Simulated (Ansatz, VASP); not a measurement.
BiTe in VASP and in Ansatz

```xyz
2
Lattice="4.1498 0.0000 0.0000 -2.0749 3.5938 0.0000 0.0000 0.0000 4.4405" Properties=species:S:1:pos:R:3 pbc="T T T"
Bi    0.0000    0.0000    0.0000
Te    2.0749    1.1979    2.2203
```

Alike in both runs: task single point; functional PBEsol; k mesh 10 × 10 × 8; occupations gaussian, width 0.05 eV; no spin polarisation.

|  | VASP | Ansatz |
| --- | --- | --- |
| version | VASP 6.6.1 | Ansatz 0.2.0 |
| potentials or method | VASP PAW PBE potentials, release 64 (Bi_d, Te), cutoff 500 eV | scalar-relativistic, plane waves, PAW |
| valence electrons in the cell | 21 | 31 |

Ansatz gave:

```
gap on the k mesh at the Fermi level (eV)                     : none
pressure (GPa)                                                : -2.5
traceless stress, the component that is largest in VASP (GPa) : -0.25
```

Problem. Estimate VASP's values.

Solution. gap on the k mesh at the Fermi level (eV): none; pressure (GPa): -2.6; traceless stress, the component that is largest in VASP (GPa): -0.25.

VASP's potentials were made for PBE, not for PBEsol. A gap of «none» marks a metal or a gap that the smearing closes. With one functional, cell and mesh, what is left measures potentials, basis and numerics. VASP's potentials hold 21 valence electrons a cell and Ansatz's 31, so a difference there can come from the potentials and not from the codes.

Neither program's run includes spin-orbit coupling.
